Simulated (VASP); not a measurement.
BiP:

```
Bi P
1.0
     4.90481    0.00000    0.00000
    -2.45241    4.24769    0.00000
     0.00000    0.00000    6.17371
Bi P
2 2
Direct
  0.66667 0.33333 0.03177
  0.33333 0.66667 0.53177
  0.66667 0.33333 0.59343
  0.33333 0.66667 0.09343
```

Base run:

- Program: VASP 6.6.1
- Functional: PBEsol
- Potentials or basis: VASP PAW PBE potentials, release 64 (Bi_d, P)
- Cutoff: 520 eV
- k mesh: 8 × 8 × 6
- Occupations: gaussian, width 0.05 eV
- Spin: no spin polarisation

Its results: band gap on the k mesh 0.14 eV (least direct gap 1.05 eV); pressure -2.0 GPa; largest force 0.035 eV/Å.

Question: The run is repeated on the same cell with these changes: functional from PBEsol to r2SCAN. What comes out?

Answer: Band gap on the k mesh 0.21 eV (least direct gap 1.21 eV); pressure -0.9 GPa; largest force 0.109 eV/Å.

Caveats: the PAW data sets were made with another functional, which shifts forces and pressure a little; spin-orbit coupling is left out, which moves the levels of the heavy elements.

A k mesh can miss the band edges.
